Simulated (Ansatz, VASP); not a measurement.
**Te2Mo in VASP and in Ansatz**

INCAR

```
SYSTEM = Te2Mo
  ALGO = Normal
  DIPOL = 0.5 0.5 0.399
  EDIFF = 1E-6
  ENCUT = 520
  GGA = PE
  IDIPOL = 3
  ISIF = 2
  ISMEAR = 0
  IVDW = 12
  LASPH = .TRUE.
  LCHARG = .TRUE.
  LDIPOL = .TRUE.
  LELF = .TRUE.
  LREAL = .FALSE.
  LVACPOTAV = .TRUE.
  LVHAR = .TRUE.
  LWAVE = .FALSE.
  NBANDS = 35
  NELM = 60
  PREC = Accurate
  SIGMA = 0.05
```

KPOINTS

```
k-points
0
G
  9 9 1
  0 0 0
```

POSCAR

```
Te2Mo
1.0
    3.5038816881      0.0000000000      0.0000000000
   -1.7519408440      3.0344505538      0.0000000000
    0.0000000000      0.0000000000     24.7677198395
Te Mo
4 2
Direct
    0.3333333333      0.6666666667      0.1816881017
    0.3333333333      0.6666666667      0.3284056818
    0.5000000000      1.0000000000      0.4689111470
    0.5000000000      1.0000000000      0.6156287272
    0.6666666667      0.3333333333      0.2550468917
    0.8333333333      0.6666666667      0.5422699371
```

Input for Ansatz:

```yaml
crystal:
  lattice:
    - [3.5038814672, 0.0, 0.0]
    - [-1.7519407336, 3.0344503624, 0.0]
    - [0.0, 0.0, 24.7677196825]
  atoms:
    - { symbol: Te, position: [0.3333333333, 0.6666666667, 0.1816881028] }
    - { symbol: Mo, position: [0.6666666667, 0.3333333333, 0.2550468917] }
    - { symbol: Te, position: [0.3333333333, 0.6666666667, 0.3284056807] }
    - { symbol: Te, position: [0.5, 1.0, 0.4689111469] }
    - { symbol: Mo, position: [0.8333333333, 0.6666666667, 0.5422699358] }
    - { symbol: Te, position: [0.5, 1.0, 0.6156287247] }
basis:
  ecutwfc: 420
kpoints:
  mp_grid: { grid: [9, 9, 1] }
hamiltonian:
  xc: pbe
  pseudopotentials: { kind: paw, azcp: { folder: soft_1 } }
  dispersion: d3bj
scf:
  occupations: { method: gaussian, width: 0.05 }
output:
  forces: true
  eigenvalues: true
efield:
  axis: 3
  dipole_correction: true
  ramp_width: 0.04
```

Alike in both runs: task single point; functional PBE; dispersion D3(BJ); k mesh 9 × 9 × 1; occupations gaussian, width 0.05 eV; no spin polarisation.

```csv
,VASP,Ansatz
version,VASP 6.6.1,Ansatz 0.2.0
potentials or method,"VASP PAW PBE potentials, release 64 (Te, Mo_sv), cutoff 520 eV","scalar-relativistic, plane waves, PAW"
valence electrons in the cell,52,92
```

```csv
,VASP,Ansatz,Ansatz less VASP
gap on the k mesh at the Fermi level (eV),1.07,1.06,-0.004
least direct gap on the mesh (eV),1.14,1.14,0.000
rms of the force components (eV/Å),0.066,0.069,+0.0033
```

VASP's potentials hold 52 valence electrons a cell and Ansatz's 92, so a difference there can come from the potentials and not from the codes.

Neither program's run includes spin-orbit coupling.
